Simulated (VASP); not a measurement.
Crystal: WO.

```
W O
1.0
     0.00000    2.41288    2.41288
     2.41288    0.00000    2.41288
     2.41288    2.41288    0.00000
W O
1 1
Cartesian
  0.0000 0.0000 0.0000
  1.2064 1.2064 1.2064
```

| Quantity | Value |
| --- | --- |
| Program | VASP 6.6.1 |
| Task | relaxation of cell and atoms |
| Functional | PBE |
| Potentials or basis | VASP PAW PBE potentials, release 64 (W_sv, O) |
| Cutoff | 600 eV |
| k mesh | 10 × 10 × 10 |
| Occupations | gaussian, width 0.02 eV |
| Spin | no spin polarisation |
| Hubbard terms | W d U = 6.2 eV |

At the start: pressure -8.0 GPa; volume 14.05 Å³/atom.

Q: Where does the relaxation end?

A: Over 4 steps the energy falls by 13.8 meV/atom and the volume is 13.51 Å³/atom (-3.8 %); space group F-43m (No. 216, to 0.05 Å).

The path:
```
step  energy change (eV)  largest force (eV/Å)  pressure (GPa)  volume (Å³)
   1              0.0000                0.0000           -7.99        28.10
   2              0.0553                0.0000           16.72        25.34
   3             -0.0275                0.0000           -0.15        27.05
   4             -0.0275                0.0000            0.03        27.03
```

Final structure:
```
W O
1.0
     0.00000    2.38187    2.38187
     2.38187    0.00000    2.38187
     2.38187    2.38187    0.00000
W O
1 1
Direct
  0.00000 0.00000 0.00000
  0.25000 0.25000 0.25000
```

Caveat: U without spin polarisation on a metal has little footing.
